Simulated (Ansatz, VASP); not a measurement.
## Two plane-wave programs on As

File POSCAR:

```
As
1.0
    2.7036817444      0.0000000000      0.0000000000
    0.0000000000      2.7036817444      0.0000000000
    0.0000000000      0.0000000000      2.7036817444
As
1
Direct
    0.5000000000      0.5000000000      0.5000000000
```

File INCAR.step1:

```
SYSTEM = As
  PREC = Accurate
  ENCUT = 520
  EDIFF = 1E-5
  ISMEAR = -1
  SIGMA = 0.05
  LREAL = .FALSE.
  LASPH = .TRUE.
  NELM = 80
  ALGO = Normal
  ISIF = 2
  LWAVE = .TRUE.
  LCHARG = .FALSE.
  GGA = PE
  NBANDS = 8
```

The input INCAR.step2:

```
SYSTEM = As
  PREC = Accurate
  ENCUT = 520
  EDIFF = 1E-7
  ISMEAR = -1
  SIGMA = 0.05
  LREAL = .FALSE.
  LASPH = .TRUE.
  NELM = 80
  ALGO = Normal
  ISIF = 2
  LWAVE = .FALSE.
  LCHARG = .FALSE.
  METAGGA = R2SCAN
  LHFCALC = .TRUE.
  AEXX = 0.25
  LMIXTAU = .TRUE.
  PRECFOCK = Normal
  ISTART = 1
  NBANDS = 8
```

KPOINTS

```
regular mesh
0
G
  6 6 6
  0 0 0
```

input.yaml

```yaml
crystal:
  lattice:
    - [2.7036817444, 0.0, 0.0]
    - [0.0, 2.7036817444, 0.0]
    - [0.0, 0.0, 2.7036817444]
  atoms:
    - { symbol: As, position: [0.5, 0.5, 0.5] }
hamiltonian:
  xc: r2scan0
  pseudopotentials: { kind: paw }
kpoints:
  mp_grid: { grid: [6, 6, 6] }
scf:
  occupations: { method: fermi_dirac, width: 0.05 }
  n_extra_bands: 6
output:
  forces: true
  stress: true
  eigenvalues: true
  dos: { projected: true, de: 0.05 }
```

Alike in both runs: functional r2SCAN0; k mesh 6 × 6 × 6; occupations fermi-dirac, width 0.05 eV; no spin polarisation.

```csv
,VASP,Ansatz
version,VASP 6.6.1,Ansatz 0.2.0
potentials or method,"VASP PAW PBE potentials, release 64 (As)",Ansatz PAW
plane-wave cutoff (eV),520,500
valence electrons in the cell,5,15
task,single point,projected density of states
```

|  | VASP | Ansatz | Ansatz less VASP |
| --- | --- | --- | --- |
| gap on the k mesh at the Fermi level (eV) | none | none | - |
| pressure (GPa) | -3.2 | -2.5 | +0.72 |

VASP's potentials were made for PBE, not for r2SCAN0. A gap of «none» marks a metal or a gap that the smearing closes. VASP's potentials hold 5 valence electrons a cell and Ansatz's 15, so a difference there can come from the potentials and not from the codes.

The k mesh is coarse, so the values compare programs but aren't converged.
